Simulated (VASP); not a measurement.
# Ti3H in VASP: notebook, part 2 of 2

VASP 6.6.1. The steps go on from the part before.

## 3. Single point, PBE

Contents of INCAR:

```
SYSTEM = Ti3H
PREC = Accurate
ENCUT = 520
EDIFF = 1E-6
ISMEAR = 0
SIGMA = 0.1
LREAL = .False.
LASPH = .True.
NELM = 80
ALGO = Normal
ISIF = 2
LWAVE = .False.
LCHARG = .True.
LDIPOL = .True.
IDIPOL = 3
DIPOL = 0.5 0.5 0.325
GGA = PE
LELF = .True.
LVHAR = .True.
LVACPOTAV = .True.
NBANDS = 47
```

Contents of KPOINTS:

```
Automatic mesh
0
Gamma
  6 6 1
  0 0 0
```

Contents of POSCAR:

```
Ti3H
1.0
    4.6039800811      0.0000000000      0.0000000000
   -2.3019900405      3.9871637087      0.0000000000
    0.0000000000      0.0000000000     22.4969948581
Ti H
6 2
Direct
    0.6666666667      0.3333333333      0.1778015253
    0.3333333333      0.6666666667      0.2195752601
    0.0000000000      0.0000000000      0.2613489950
    0.6666666667      0.3333333333      0.2980583739
    0.3333333333      0.6666666667      0.3304600279
    0.0000000000      0.0000000000      0.3776946615
    0.2395950203      0.7604049797      0.4688179432
    0.4270716464      0.5729283536      0.4688179432
```

Potentials or basis: VASP PAW PBE potentials, release 64 (Ti_sv, H).

On the command line:

```bash
> cat potpaw_PBE.64/Ti_sv/POTCAR potpaw_PBE.64/H/POTCAR > POTCAR
> mpirun -np 1 vasp_std > vasp.out
```

OUTCAR:

```text
SYSTEM = Ti3H
   PREC = Accurate
   ENCUT = 520
   EDIFF = 1E-6
   ISMEAR = 0
   LREAL = .False.
   LASPH = .True.
   NELM = 80
   ISIF = 2
   GGA = PE

 ion  position               nearest neighbor table
   1  0.667  0.333  0.178-   4 2.71   2 2.82   2 2.82   2 2.82
   2  0.333  0.667  0.220-   5 2.49   1 2.82   1 2.82   3 2.82   1 2.82   3 2.82   3 2.82
   3  0.000  0.000  0.261-   6 2.62   4 2.78   4 2.78   4 2.78   2 2.82   2 2.82   2 2.82
   4  0.667  0.333  0.298-   1 2.71   5 2.76   5 2.76   5 2.76   3 2.78   3 2.78   3 2.78
   5  0.333  0.667  0.330-   2 2.49   4 2.76   4 2.76   4 2.76   6 2.86   6 2.86   6 2.86
   6  0.000  0.000  0.378-   3 2.62   5 2.86   5 2.86   5 2.86
   7  0.240  0.760  0.469-
   8  0.427  0.573  0.469-

  LATTYP: Found a hexagonal cell.
 ALAT       =     4.6039800811
 C/A-ratio  =     4.8864231517

  Lattice vectors:

 A1 = (   4.6039800811,   0.0000000000,   0.0000000000)
 A2 = (  -2.3019900405,   3.9871637087,   0.0000000000)
 A3 = (   0.0000000000,   0.0000000000,  22.4969948581)

Analysis of symmetry for initial positions (statically):
=====================================================================
 Subroutine PRICEL returns:
 Original cell was already a primitive cell.

 Routine SETGRP: Setting up the symmetry group for a
 hexagonal supercell.

 Subroutine GETGRP returns: Found  2 space group operations
 (whereof  2 operations were pure point group operations)
 out of a pool of 24 trial point group operations.

The static configuration has the point symmetry C_1h.

Analysis of symmetry for dynamics (positions and initial velocities):
=====================================================================
 Subroutine PRICEL returns:
 Original cell was already a primitive cell.

 Routine SETGRP: Setting up the symmetry group for a
[... 131 lines left out ...]
   GGA     = PE    functional components
   LHFCALC =     F    Hartree Fock is set to
   AEXX    =    0.0000 exact exchange contribution
   IVDW    =     0    specifies the selected vdW correction
   LEPSILON=     F    determine dielectric tensor
   LRPA    =     F    only Hartree local field effects (RPA)
 non-spin polarized calculation
 Gauss-broadening in eV      SIGMA  =   0.10
  energy-cutoff  :      520.00
  volume of cell :      412.97
 maximum number of plane-waves:     11163
 NGX is ok and might be reduce to    36
   NGX = 17   NGY = 17   NGZ = 83

 dipolmoment           0.000000      0.000000     -0.169698 electrons x Angstroem

 number of electron      73.9999981 magnetization

 dipolmoment           0.000000      0.000000      0.133356 electrons x Angstroem

 Free energy of the ion-electron system (eV)
  ---------------------------------------------------
  ext. energy  EPLUGINS =         0.00000000
  ---------------------------------------------------
  free energy    TOTEN  =       -46.30488881 eV

  energy without entropy =      -46.22335134  energy(sigma->0) =      -46.26412008

 E-fermi :  -0.8365     XC(G=0):  -4.1567

 val. band max:       -0.8372206193   @ k =   0.0000   0.0000   0.0000
 cond. band min:      -0.8216606184   @ k =   0.1667   0.1667   0.0000
 fundamental gap:      0.0155600009
 Fermi energy:        -0.8364725450

 k-point     1 :       0.0000    0.0000    0.0000
  band No.  band energies     occupation
      1     -57.9067      2.00000
      2     -57.9037      2.00000
      3     -57.3301      2.00000
      4     -57.2149      2.00000
      5     -57.1812      2.00000
      6     -57.0570      2.00000
[... 639 lines left out ...]
     46       0.5648      0.00000
     47       0.7328      0.00000

------------------------ aborting loop because EDIFF is reached ----------------------------------------

  FORCE on cell =-STRESS in cart. coord.  units (eV):
  Direction    XX          YY          ZZ          XY          YZ          ZX
  --------------------------------------------------------------------------------------
  -------------------------------------------------------------------------------------
  Total       -6.3382251     -4.8572890     -3.5053566      1.2825283      0.0657330     -0.1138529
  in kB      -24.5898698    -18.8444088    -13.5994323      4.9757152      0.2550188     -0.4417055
  external PRESSURE =     -19.0112370 kB  Pullay stress =       0.0000000 kB

 VOLUME and BASIS-vectors are now :
 -----------------------------------------------------------------------------
  energy-cutoff  :      520.00
  volume of cell :      412.97
      direct lattice vectors                 reciprocal lattice vectors
     4.603980081  0.000000000  0.000000000     0.217203372  0.125402426  0.000000000
    -2.301990040  3.987163709  0.000000000     0.000000000  0.250804851  0.000000000
     0.000000000  0.000000000 22.496994858     0.000000000  0.000000000  0.044450381

 POSITION                                       TOTAL-FORCE (eV/Angst)
 -----------------------------------------------------------------------------------
      2.30199      1.32905      4.00000         0.037121     -0.021432      0.110362
     -0.00000      2.65811      4.93978        -0.027166      0.015685      0.392355
      0.00000      0.00000      5.87957        -0.022092      0.012755     -0.432440
      2.30199      1.32905      6.70542        -0.034464      0.019898     -0.139794
     -0.00000      2.65811      7.43436         0.001497     -0.000865      0.606717
      0.00000      0.00000      8.49699         0.123919     -0.071545      0.586811
     -0.64735      3.03186     10.54699         1.807529     -1.043577     -0.564006
      0.64735      2.28436     10.54699        -1.886344      1.089081     -0.560005
 -----------------------------------------------------------------------------------
    total drift:                                0.000018     -0.000011     -0.000199

  FREE ENERGIE OF THE ION-ELECTRON SYSTEM (eV)
  ---------------------------------------------------
  free  energy   TOTEN  =       -46.3048888107 eV

  energy  without entropy=      -46.2233513434  energy(sigma->0) =      -46.26412008

 vacuum level on the upper side and lower side of the slab         3.939         2.624
```

OSZICAR:

```text
N       E                     dE             d eps       ncg     rms          rms(c)
DAV:   1     0.819099150306E+03    0.81910E+03   -0.39543E+04  1566   0.146E+03
DAV:   2     0.630491072180E+02   -0.75605E+03   -0.73929E+03  1299   0.467E+02
DAV:   3    -0.364382382987E+02   -0.99487E+02   -0.97779E+02  2021   0.147E+02
DAV:   4    -0.555614799363E+02   -0.19123E+02   -0.18906E+02  1908   0.538E+01
[... 24 lines left out ...]
DAV:  29    -0.463048804282E+02   -0.37015E-05   -0.11063E-06   884   0.684E-03    0.153E-03
DAV:  30    -0.463048847114E+02   -0.42832E-05   -0.37102E-07   879   0.383E-03    0.746E-04
DAV:  31    -0.463048868911E+02   -0.21797E-05   -0.21421E-07   842   0.231E-03    0.388E-04
DAV:  32    -0.463048881066E+02   -0.12155E-05   -0.12550E-07   842   0.221E-03    0.356E-04
DAV:  33    -0.463048888107E+02   -0.70405E-06   -0.82868E-08   828   0.129E-03
   1 F= -.46304889E+02 E0= -.46264120E+02  d E =-.815375E-01
```

stdout:

```text
POSCAR found type information on POSCAR TiH
 POSCAR found :  2 types and       8 ions
 scaLAPACK will be used
 LDA part: xc-table for (Slater+PW92), standard interpolation
 POSCAR, INCAR and KPOINTS ok, starting setup
 FFT: planning ... GRIDC
 FFT: planning ... GRID_SOFT
 FFT: planning ... GRID
 WAVECAR not read
 entering main loop
 -----------------------------------------------------------------------------
|                                                                             |
|           W    W    AA    RRRRR   N    N  II  N    N   GGGG   !!!           |
|           W    W   A  A   R    R  NN   N  II  NN   N  G    G  !!!           |
|           W    W  A    A  R    R  N N  N  II  N N  N  G       !!!           |
|           W WW W  AAAAAA  RRRRR   N  N N  II  N  N N  G  GGG   !            |
|           WW  WW  A    A  R   R   N   NN  II  N   NN  G    G                |
|           W    W  A    A  R    R  N    N  II  N    N   GGGG   !!!           |
|                                                                             |
|     Did not find any points to average over, which means that no vacuum     |
|     field-free region was found. Please increase the size of  your cell     |
|     in the dimension of the dipole correction to obtain accurate            |
|     workfunction values.                                                    |
|                                                                             |
 -----------------------------------------------------------------------------
```

Wall time 12 min (1 thread of Intel Xeon Platinum 8175M at 2.50GHz (Skylake/Cascade Lake), shared host); peak memory 0.56 GiB.

Results:

| Item | Value |
| --- | --- |
| Free energy | -46.3049 eV |
| Largest force | 2.249 eV/Å |
| Band gap on the k mesh | zero (band 37 reaches -0.72 eV, above the bottom of band 38 at -0.99 eV) |

Forces in eV/Å, atoms in the order of the input:
```
Ti   0.037 -0.021  0.110
Ti  -0.027  0.016  0.392
Ti  -0.022  0.013 -0.432
Ti  -0.034  0.020 -0.140
Ti   0.001 -0.001  0.607
Ti   0.124 -0.072  0.587
H    1.808 -1.044 -0.564
H   -1.886  1.089 -0.560
```

## 4. Single point, PBE

Contents of INCAR:

```
PREC = Accurate
ENCUT = 520
EDIFF = 1E-7
ISMEAR = 0
SIGMA = 0.1
LREAL = F
LASPH = T
NELM = 100
ALGO = Normal
ISIF = 2
LWAVE = F
LCHARG = F
LDIPOL = T
IDIPOL = 3
DIPOL = 0.5 0.5 0.308
GGA = PE
NBANDS = 47
```

Contents of KPOINTS:

```
Automatic mesh
0
Gamma
  6 6 1
```

POSCAR: that of step 3 with these lines changed.

```diff
@@ -14,3 +14,3 @@
     0.0000000000      0.0000000000      0.3776946615
-    0.2395950203      0.7604049797      0.4688179432
-    0.4270716464      0.5729283536      0.4688179432
+    0.2173987909      0.7826012091      0.3976973331
+    0.4492678757      0.5507321243      0.3976973331
```

On the command line:

```bash
> cat potpaw_PBE.64/Ti_sv/POTCAR potpaw_PBE.64/H/POTCAR > POTCAR
> mpirun -np 1 vasp_std > vasp.out
```

Wall time 12 min (1 thread of Intel Xeon Platinum 8175M at 2.50GHz (Skylake/Cascade Lake), shared host); peak memory 0.56 GiB.

Results (log left out):

```yaml
Free_energy: -49.5540 eV
Largest_force: 0.972 eV/Å
Band_gap_on_the_k_mesh: zero (band 37 reaches -0.22 eV, above the bottom of band 38 at -0.35 eV)
```

Forces in eV/Å, atoms in the order of the input:
```
Ti  -0.055  0.032  0.062
Ti  -0.048  0.028  0.167
Ti  -0.099  0.057 -0.606
Ti   0.016 -0.009 -0.446
Ti  -0.379  0.219 -0.063
Ti  -0.129  0.075  0.136
H   -0.089  0.051  0.393
H    0.783 -0.452  0.356
```

Levels at points of the mesh, in eV from the Fermi level:
```
           k point  band 33  band 34  band 35  band 36  band 37  band 38  band 39  band 40  band 41  band 42
(0.00, 0.00, 0.00)    -0.81    -0.50    -0.48    -0.31    -0.23    -0.07    -0.01     0.36     0.49     0.69
(0.50, 0.00, 0.00)    -0.71    -0.48    -0.39    -0.26    -0.14    -0.06     0.06     0.40     0.56     0.58
(0.50, 0.50, 0.00)    -0.67    -0.44    -0.39    -0.25    -0.03     0.02     0.37     0.39     0.59     0.80
```
